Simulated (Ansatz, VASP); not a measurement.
**Pt in VASP and in Ansatz**

INCAR

```
PREC = Accurate
ENCUT = 520
EDIFF = 1E-6
ISMEAR = 0
SIGMA = 0.15
LREAL = False
LASPH = True
NELM = 60
ALGO = Fast
ISIF = 2
LWAVE = False
LCHARG = False
NBANDS = 28
```

Contents of KPOINTS:

```
regular mesh
0
Gamma
  18 18 6
```

Contents of POSCAR:

```
Pt
1.0
    2.7082945870      0.0000000000      0.0000000000
   -1.3541472935      2.3454519133      0.0000000000
    0.0000000000      0.0000000000      9.3530207388
Pt
4
Direct
    0.6515238874      0.3222480496      0.3750000000
    0.6515238874      0.3222480496      0.8750000000
    0.3484761126      0.6777519504      0.1250000000
    0.3484761126      0.6777519504      0.6250000000
```

Input for Ansatz:

```yaml
crystal:
  lattice:
    - [2.708294587, 0.0, 0.0]
    - [-1.3541472935, 2.3454519133, 0.0]
    - [0.0, 0.0, 9.3530207388]
  atoms:
    - { symbol: Pt, position: [0.6515238874, 0.3222480496, 0.375] }
    - { symbol: Pt, position: [0.6515238874, 0.3222480496, 0.875] }
    - { symbol: Pt, position: [0.3484761126, 0.6777519504, 0.125] }
    - { symbol: Pt, position: [0.3484761126, 0.6777519504, 0.625] }
basis:
  ecutwfc: 420
kpoints:
  mp_grid: { grid: [18, 18, 6] }
hamiltonian:
  xc: lda
  pseudopotentials: { kind: paw, azcp: { folder: soft_1 } }
scf:
  occupations: { method: gaussian, width: 0.15 }
output:
  forces: true
  stress: true
  eigenvalues: true
```

Change from the starting cell: mode 1 frozen in at -0.026 Å and mode 2 at -0.026 Å (largest displacements).

Alike in both runs: task single point; functional LDA; k mesh 18 × 18 × 6; occupations gaussian, width 0.15 eV; no spin polarisation.

|  | VASP | Ansatz |
| --- | --- | --- |
| version | VASP 6.6.1 | Ansatz 0.2.0 |
| potentials or method | VASP PAW LDA potentials, release 64 (Pt), cutoff 520 eV | scalar-relativistic, plane waves, PAW |
| valence electrons in the cell | 40 | 72 |

VASP gave:

```
gap on the k mesh at the Fermi level (eV)                     : none
pressure (GPa)                                                : 0.9
traceless stress, the component that is largest in VASP (GPa) : -0.45
rms of the force components (eV/Å)                            : 0.013
```

Which values does Ansatz return?

gap on the k mesh at the Fermi level (eV): none; pressure (GPa): 0.1; traceless stress, the component that is largest in VASP (GPa): -0.16; rms of the force components (eV/Å): 0.014.

Ansatz warns that its potentials were made for another functional, while VASP's fit it. LDA's correlation is that of Perdew and Zunger in VASP and of Perdew and Wang (1992) in Ansatz. Atom by atom the forces differ by 0.001 eV/Å (rms over components). A gap of «none» marks a metal or a gap that the smearing closes. VASP's potentials hold 40 valence electrons a cell and Ansatz's 72, so a difference there can come from the potentials and not from the codes.

Spin-orbit coupling is off throughout.
